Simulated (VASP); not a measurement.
# TaSb (zincblende type) (F-43m) in VASP: further runs

The runs below take TaSb (zincblende type) through relaxation of cell and atoms, with PBE.

Program: VASP 6.6.1. These are calculated values, not measurements. Logs are shortened: lines on timing, memory, paths and dates and some standing lists are left out, and cuts for length are marked.

## 1. The cell of the first run

Symmetry: F-43m, No. 216, cubic system. The conventional cell has a = 5.275 Å, b = 5.275 Å, c = 5.275 Å, α = 90.00°, β = 90.00°, γ = 90.00°. Within 3.0 Å of Ta (site symmetry -43m) lie 4 Sb at 2.28 Å. Sb (site symmetry -43m) has 4 Ta at 2.28 Å within 3.0 Å.

## 2. Relaxation of cell and atoms, PBE, target pressure 71 GPa, at which the enthalpy is minimised

The input, INCAR:

```
PREC     = Accurate       # precision mode
ENCUT    = 600            # plane-wave cutoff, eV
EDIFF    = 1E-7           # SCF threshold, eV
ISMEAR   = -1             # smearing method
SIGMA    = 0.05           # smearing width, eV
LREAL    = F              # projectors in reciprocal space
LASPH    = T              # aspherical terms in the spheres
NELM     = 60             # most SCF steps
ALGO     = Normal         # electronic algorithm
ISIF     = 3              # what is computed and relaxed
LWAVE    = F              # write WAVECAR
LCHARG   = F              # write CHGCAR
GGA      = PE             # functional
IBRION   = 2              # ionic algorithm
NSW      = 60             # ionic steps
EDIFFG   = -0.005         # ionic threshold
PSTRESS  = 710.0
```

The input, KPOINTS:

```
Automatic mesh
0
Gamma
  12 12 12
```

The input, POSCAR:

```
TaSb
1.0
    0.0000000000      2.6373260389      2.6373260389
    2.6373260389      0.0000000000      2.6373260389
    2.6373260389      2.6373260389      0.0000000000
Ta Sb
1 1
Direct
    0.0000000000      0.0000000000      0.0000000000
    0.2500000000      0.2500000000      0.2500000000
```

Potentials or basis: VASP PAW PBE potentials, release 64 (Ta_pv, Sb).

On the command line:

```console
> cat potpaw_PBE.64/Ta_pv/POTCAR potpaw_PBE.64/Sb/POTCAR > POTCAR
> mpirun -np 1 vasp_std > vasp.out
```

OUTCAR:

```text
PREC = Accurate
   ENCUT = 600
   EDIFF = 1E-7
   ISMEAR = -1
   LREAL = F
   LASPH = T
   NELM = 60
   ISIF = 3
   GGA = PE
   IBRION = 2
   NSW = 60
   EDIFFG = -0.005
   PSTRESS = 710.0

 ion  position               nearest neighbor table
   1  0.000  0.000  0.000-   2 2.28   2 2.28   2 2.28   2 2.28
   2  0.250  0.250  0.250-   1 2.28   1 2.28   1 2.28   1 2.28

  LATTYP: Found a face centered cubic cell.
 ALAT       =     5.2746520778

  Lattice vectors:

 A1 = (   0.0000000000,   2.6373260389,   2.6373260389)
 A2 = (   2.6373260389,   0.0000000000,   2.6373260389)
 A3 = (   2.6373260389,   2.6373260389,   0.0000000000)

Analysis of symmetry for initial positions (statically):
=====================================================================
 Subroutine PRICEL returns:
 Original cell was already a primitive cell.

 Routine SETGRP: Setting up the symmetry group for a
 face centered cubic supercell.

 Subroutine GETGRP returns: Found 24 space group operations
 (whereof 24 operations were pure point group operations)
 out of a pool of 48 trial point group operations.

The static configuration has the point symmetry T_d .

Analysis of symmetry for dynamics (positions and initial velocities):
=====================================================================
 Subroutine PRICEL returns:
 Original cell was already a primitive cell.

 Routine SETGRP: Setting up the symmetry group for a
 face centered cubic supercell.

 Subroutine GETGRP returns: Found 24 space group operations
 (whereof 24 operations were pure point group operations)
 out of a pool of 48 trial point group operations.

The dynamic configuration has the point symmetry T_d .

 Subroutine INISYM returns: Found 24 space group operations
 (whereof 24 operations are pure point group operations),
 and found     1 'primitive' translations

----------------------------------------------------------------------------------------

                                     Primitive cell

  volume of cell :      36.6878

  direct lattice vectors                    reciprocal lattice vectors
     0.000000000  2.637326039  2.637326039    -0.189585964  0.189585964  0.189585964
     2.637326039  0.000000000  2.637326039     0.189585964 -0.189585964  0.189585964
     2.637326039  2.637326039  0.000000000     0.189585964  0.189585964 -0.189585964

  length of vectors
     3.729742253  3.729742253  3.729742253     0.328372522  0.328372522  0.328372522

  position of ions in fractional coordinates (direct lattice)
     0.000000000  0.000000000  0.000000000
     0.250000000  0.250000000  0.250000000

  ion indices of the primitive-cell ions
   primitive index   ion index
                 1           1
                 2           2

----------------------------------------------------------------------------------------

 KPOINTS: Automatic mesh

Automatic generation of k-mesh.
 Grid dimensions read from file:
 generate k-points for:   12   12   12

 Generating k-lattice:

  Cartesian coordinates                     Fractional coordinates (reciprocal lattice)
    -0.015798830  0.015798830  0.015798830     0.083333333  0.000000000  0.000000000
     0.015798830 -0.015798830  0.015798830     0.000000000  0.083333333  0.000000000
     0.015798830  0.015798830 -0.015798830     0.000000000  0.000000000  0.083333333

  Length of vectors
     0.027364377  0.027364377  0.027364377

  Shift w.r.t. Gamma in fractional coordinates (k-lattice)
     0.000000000  0.000000000  0.000000000

 Subroutine IBZKPT returns following result:
 ===========================================

 Found     72 irreducible k-points:

 Following reciprocal coordinates:
            Coordinates               Weight
  0.000000  0.000000  0.000000      1.000000
  0.083333  0.000000  0.000000      8.000000
  0.166667  0.000000  0.000000      8.000000
  0.250000  0.000000  0.000000      8.000000
  0.333333  0.000000  0.000000      8.000000
  0.416667  0.000000  0.000000      8.000000
[... 16 lines left out ...]
  0.500000  0.166667  0.000000     24.000000
 -0.416667  0.166667  0.000000     24.000000
 [... further k-points ...]
   k-points           NKPTS =     72   k-points in BZ     NKDIM =     72   number of bands    NBANDS=     12
   number of dos      NEDOS =    301   number of ions     NIONS =      2
   total plane-waves  NPLWV =  27000
   dimension x,y,z NGX =    30 NGY =   30 NGZ =   30
   dimension x,y,z NGXF=    60 NGYF=   60 NGZF=   60
   ions per type =               1   1
   NGX,Y,Z   is equivalent  to a cutoff of  13.37, 13.37, 13.37 a.u.
   NGXF,Y,Z  is equivalent  to a cutoff of  26.74, 26.74, 26.74 a.u.
 SYSTEM =  unknown system
   PREC   = accura    normal or accurate (medium, high low for compatibility)
   ISTART =      0    job   : 0-new  1-cont  2-samecut
   ICHARG =      2    charge: 1-file 2-atom 10-const
   ISPIN  =      1    spin polarized calculation?
   LNONCOLLINEAR =      F non collinear calculations
   LSORBIT =      F    spin-orbit coupling
   LASPH  =      T    aspherical Exc in radial PAW
   ENCUT  =  600.0 eV  44.10 Ry    6.64 a.u.   7.45  7.45  7.45*2*pi/ulx,y,z
   NELM   =     60;   NELMIN=  2; NELMDL= -5     # of ELM steps
   EDIFF  = 0.1E-06   stopping-criterion for ELM
   LREAL  =      F    real-space projection
   EDIFFG = -.5E-02   stopping-criterion for IOM
   NSW    =     60    number of steps for IOM
   IBRION =      2    ionic relax: 0-MD 1-quasi-New 2-CG
   NFREE  =      1    steps in history (QN), initial steepest desc. (CG)
   ISIF   =      3    stress and relaxation
   ISYM   =      2    0-nonsym 1-usesym 2-fastsym
   POTIM  = 0.5000    time-step for ionic-motion
   TEBEG  =    0.0;   TEEND  =   0.0 temperature during run
   PSTRESS=  710.0 pullay stress
   NELECT =      16.0000    total number of electrons
   NUPDOWN=      -1.0000    fix difference up-down
   EMIN   =  10.00;   EMAX   =-10.00  energy-range for DOS
   EFERMI =   0.00;   METHOD = LEGACY
   ISMEAR =    -1;   SIGMA  =   0.05  broadening in eV -4-tet -1-fermi 0-gaus
   EFERMI_NEDOS =   21; number of points for ismear=-14 and -15
   IALGO  =     38    algorithm
   IMIX   =      4    mixing-type and parameters
     AMIX     =   0.40;   BMIX     =  1.00
     AMIX_MAG =   1.60;   BMIX_MAG =  1.00
  volume/ion in A,a.u.               =      18.34       123.79
  Fermi-wavevector in a.u.,A,eV,Ry     =   1.241484  2.346064 20.970410  1.541282
  Thomas-Fermi vector in A             =   2.375879
   LORBIT       =      0    0 simple, 1 ext, 2 COOP (PROOUT), +10 PAW based schemes
   GGA     = PE    functional components
   LHFCALC =     F    Hartree Fock is set to
   AEXX    =    0.0000 exact exchange contribution
   IVDW    =     0    specifies the selected vdW correction
   LEPSILON=     F    determine dielectric tensor
   LRPA    =     F    only Hartree local field effects (RPA)
 conjugate gradient relaxation of ions
 non-spin polarized calculation
  energy-cutoff  :      600.00
  volume of cell :       36.69
 maximum number of plane-waves:      1245
 NGX is ok and might be reduce to    30
   NGX = 15   NGY = 15   NGZ = 15

--------------------------------------- Ionic step        1  -------------------------------------------

 number of electron      16.0000001 magnetization

 Free energy of the ion-electron system (eV)
  ---------------------------------------------------
  ext. energy  EPLUGINS =         0.00000000
  ---------------------------------------------------
  free energy    TOTEN  =        -7.78253891 eV

  energy without entropy =       -7.77009279  energy(sigma->0) =       -7.77631585

------------------------ aborting loop because EDIFF is reached ----------------------------------------

  FORCE on cell =-STRESS in cart. coord.  units (eV):
  Direction    XX          YY          ZZ          XY          YZ          ZX
  --------------------------------------------------------------------------------------
  -------------------------------------------------------------------------------------
  Total       26.1482515     26.1482515     26.1482515      0.0000000      0.0000000      0.0000000
  in kB     1141.9097266   1141.9097266   1141.9097266      0.0000000      0.0000000      0.0000000
  external PRESSURE =     431.9097266 kB  Pullay stress =     710.0000000 kB

 VOLUME and BASIS-vectors are now :
 -----------------------------------------------------------------------------
  energy-cutoff  :      600.00
  volume of cell :       36.69
      direct lattice vectors                 reciprocal lattice vectors
     0.000000000  2.637326039  2.637326039    -0.189585964  0.189585964  0.189585964
     2.637326039  0.000000000  2.637326039     0.189585964 -0.189585964  0.189585964
     2.637326039  2.637326039  0.000000000     0.189585964  0.189585964 -0.189585964
[... 8 lines left out ...]
  FREE ENERGIE OF THE ION-ELECTRON SYSTEM (eV)
  ---------------------------------------------------
  free  energy   TOTEN  =        -7.7825389122 eV

  energy  without entropy=       -7.7700927917  energy(sigma->0) =       -7.77631585

  enthalpy is  TOTEN    =         8.4755401071 eV   P V=       16.2580790193

--------------------------------------- Ionic step        2  -------------------------------------------

 number of electron      15.9999995 magnetization

 E-fermi :   3.5373     XC(G=0):  -8.9375

 val. band max:        3.5322018076   @ k =  -0.4167   0.4167   0.1667
 cond. band min:       3.5427121404   @ k =  -0.0833   0.0833   0.0000
 fundamental gap:      0.0105103328
 Fermi energy:         3.5372505720

 k-point     1 :       0.0000    0.0000    0.0000
  band No.  band energies     occupation
      1     -31.8820      2.00000
      2     -31.8820      2.00000
      3     -31.8820      2.00000
      4      -6.6053      2.00000
      5       0.9367      2.00000
      6       0.9367      2.00000
      7       0.9367      2.00000
      8       3.6395      0.22928
      9       3.6395      0.22928
     10       5.2519      0.00000
     11       8.2533      0.00000
     12       8.2533      0.00000

 k-point     2 :       0.0833    0.0000    0.0000
  band No.  band energies     occupation
      1     -31.8827      2.00000
      2     -31.8821      2.00000
      3     -31.8821      2.00000
      4      -6.5567      2.00000
      5       0.8062      2.00000
      6       0.9591      2.00000
      7       0.9591      2.00000
      8       3.6197      0.32246
      9       3.6197      0.32246
     10       5.4343      0.00000
     11       7.6078      0.00000
     12       8.0557      0.00000
[... 435 lines left out ...]
  FREE ENERGIE OF THE ION-ELECTRON SYSTEM (eV)
  ---------------------------------------------------
  free  energy   TOTEN  =       -10.3643479584 eV

  energy  without entropy=      -10.3522107219  energy(sigma->0) =      -10.35827934

  enthalpy is  TOTEN    =         7.9200382351 eV   P V=       18.2843861934

--------------------------------------- Ionic step        5  -------------------------------------------

 number of electron      16.0000001 magnetization

 Free energy of the ion-electron system (eV)
  ---------------------------------------------------
  ext. energy  EPLUGINS =         0.00000000
  ---------------------------------------------------
  free energy    TOTEN  =       -10.31700154 eV

  energy without entropy =      -10.30486507  energy(sigma->0) =      -10.31093331

 E-fermi :   8.3388     XC(G=0): -11.3108

 val. band max:        8.3380070691   @ k =   0.4167   0.0833   0.0000
 cond. band min:       8.3504393001   @ k =  -0.0833   0.0833   0.0000
 fundamental gap:      0.0124322311
 Fermi energy:         8.3387583838

 k-point     1 :       0.0000    0.0000    0.0000
  band No.  band energies     occupation
      1     -26.3387      2.00000
      2     -26.3387      2.00000
      3     -26.3387      2.00000
      4      -4.2745      2.00000
      5       4.4529      2.00000
      6       4.4529      2.00000
      7       4.4529      2.00000
      8       8.3817      0.59515
      9       8.3817      0.59515
     10      12.7838      0.00000
     11      15.3363      0.00000
     12      15.3363      0.00000

 k-point     2 :       0.0833    0.0000    0.0000
  band No.  band energies     occupation
      1     -26.3499      2.00000
      2     -26.3405      2.00000
      3     -26.3405      2.00000
      4      -4.1643      2.00000
      5       4.3009      2.00000
      6       4.5043      2.00000
      7       4.5043      2.00000
      8       8.3195      1.18989
      9       8.3195      1.18988
     10      13.0741      0.00000
     11      14.8385      0.00000
     12      15.5201      0.00000
[... 352 lines left out ...]
 POSITION                                       TOTAL-FORCE (eV/Angst)
 -----------------------------------------------------------------------------------
      0.00000      0.00000      0.00000        -0.000000      0.000000      0.000000
      1.37012      1.37012      1.37012         0.000000     -0.000000     -0.000000
 -----------------------------------------------------------------------------------
    total drift:                               -0.000000     -0.000000     -0.000000

  FREE ENERGIE OF THE ION-ELECTRON SYSTEM (eV)
  ---------------------------------------------------
  free  energy   TOTEN  =       -10.3170015447 eV

  energy  without entropy=      -10.3048650672  energy(sigma->0) =      -10.31093331

  enthalpy is  TOTEN    =         7.9197571057 eV   P V=       18.2367586505

 reached required accuracy - stopping structural energy minimisation
```

Run time: 87 s. Hardware: 1 thread of Intel Xeon 6975P-C (Granite Rapids), shared host; peak memory 0.21 GiB.

What came out:

- Free energy: -10.3170 eV
- Relaxed volume: 20.58 Å³/atom
- Relaxed cell: a = 3.875 Å, b = 3.875 Å, c = 3.875 Å, α = 60.00°, β = 60.00°, γ = 60.00°
- Space group after relaxing (to 0.1 Å): F-43m (No. 216)
- Energy change on relaxing (the run minimises the enthalpy): -1267.2 meV/atom
- Ionic steps: 5
- Pressure after relaxing: 71.0 GPa
- Band gap on the k mesh: zero (bands 8 and 9 overlap by 0.73 eV)

Step by step:
```csv
step,energy change (eV),largest force (eV/Å),pressure (GPa),volume (Å³)
1,0.0000,0.0000,114.19,36.69
2,-5.6389,0.0000,-6.57,69.71
3,-3.1054,0.0000,61.07,42.54
4,-2.5818,0.0000,70.18,41.26
5,-2.5345,0.0000,71.00,41.15
```

Final structure:
```yaml
crystal:
  lattice:
    - [0.00000, 2.74025, 2.74025]
    - [2.74025, 0.00000, 2.74025]
    - [2.74025, 2.74025, 0.00000]
  atoms:
    - { symbol: Ta, position: [0.00000, 0.00000, 0.00000] }
    - { symbol: Sb, position: [0.25000, 0.25000, 0.25000] }
```

Caveat: the cell is relaxed towards a set pressure, so the run minimises the enthalpy, not the energy; spin-orbit coupling is left out, which moves the levels of the heavy elements.

## 3. Relaxation of cell and atoms, PBE, target pressure 71 GPa, at which the enthalpy is minimised

This run uses another cell than the first one, of 20.60 Å³/atom.

The input, INCAR:

```
ALGO     = Normal         # electronic algorithm
EDIFF    = 1E-6           # SCF threshold, eV
EDIFFG   = -0.005         # ionic threshold
ENCUT    = 600            # plane-wave cutoff, eV
GGA      = PE             # functional
IBRION   = 2              # ionic algorithm
ISIF     = 3              # what is computed and relaxed
ISMEAR   = -1             # smearing method
LASPH    = T              # aspherical terms in the spheres
LCHARG   = F              # write CHGCAR
LREAL    = F              # projectors in reciprocal space
LWAVE    = F              # write WAVECAR
NELM     = 60             # most SCF steps
NSW      = 32             # ionic steps
PREC     = Accurate       # precision mode
PSTRESS  = 710.0        
SIGMA    = 0.05           # smearing width, eV
```

The input, KPOINTS:

```
k-points
0
Gamma
  12 12 12
```

The input, POSCAR:

```
TaSb
1.0
    0.0000000000      2.7412919852      2.7412919852
    2.7412919852      0.0000000000      2.7412919852
    2.7412919852      2.7412919852      0.0000000000
Ta Sb
1 1
Direct
    0.0000000000      0.0000000000      0.0000000000
    0.2500000000      0.2500000000      0.2500000000
```

Potentials or basis: VASP PAW PBE potentials, release 64 (Ta_pv, Sb).

On the command line:

```console
> cat potpaw_PBE.64/Ta_pv/POTCAR potpaw_PBE.64/Sb/POTCAR > POTCAR
> mpirun -np 1 vasp_std > vasp.out
```

Wall time 38 s (1 thread of Intel Xeon 6975P-C (Granite Rapids), shared host); peak memory 0.21 GiB.

It converged, with:

```
Free energy                                                : -10.3176 eV
Relaxed volume                                             : 20.58 Å³/atom
Relaxed cell                                               : a = 3.875 Å, b = 3.875 Å, c = 3.875 Å, α = 60.00°, β = 60.00°, γ = 60.00°
Space group after relaxing (to 0.1 Å)                      : F-43m (No. 216)
Energy change on relaxing (the run minimises the enthalpy) : +10.4 meV/atom
Ionic steps                                                : 3
Pressure after relaxing                                    : 71.0 GPa
Band gap on the k mesh                                     : zero (bands 8 and 9 overlap by 0.73 eV)
```

Step by step:
| step | energy change (eV) | largest force (eV/Å) | pressure (GPa) | volume (Å³) |
| --- | --- | --- | --- | --- |
| 1 | 0.0000 | 0.0000 | 70.65 | 41.20 |
| 2 | 0.1191 | 0.0000 | 72.70 | 40.93 |
| 3 | 0.0207 | 0.0000 | 71.03 | 41.15 |

Final structure:
```xyz
2
Lattice="0.0000 2.7403 2.7403 2.7403 0.0000 2.7403 2.7403 2.7403 0.0000" Properties=species:S:1:pos:R:3 pbc="T T T"
Ta    0.0000    0.0000    0.0000
Sb    1.3701    1.3701    1.3701
```

Levels at points of the mesh, in eV from the Fermi level:
| k point | band 5 | band 6 | band 7 | band 8 | band 9 | band 10 | band 11 | band 12 |
| --- | --- | --- | --- | --- | --- | --- | --- | --- |
| (0.00, 0.00, 0.00) | -3.89 | -3.89 | -3.89 | 0.04 | 0.04 | 4.44 | 7.00 | 7.00 |
| (0.50, 0.00, 0.00) | -5.49 | -3.42 | -3.42 | 0.54 | 0.54 | 0.60 | 4.42 | 4.42 |
| (0.50, 0.50, 0.00) | -6.35 | -1.88 | -1.75 | -1.75 | 0.63 | 0.69 | 1.56 | 1.56 |

Caveat: the cell is relaxed towards a set pressure, so the run minimises the enthalpy, not the energy; spin-orbit coupling is left out, which moves the levels of the heavy elements.
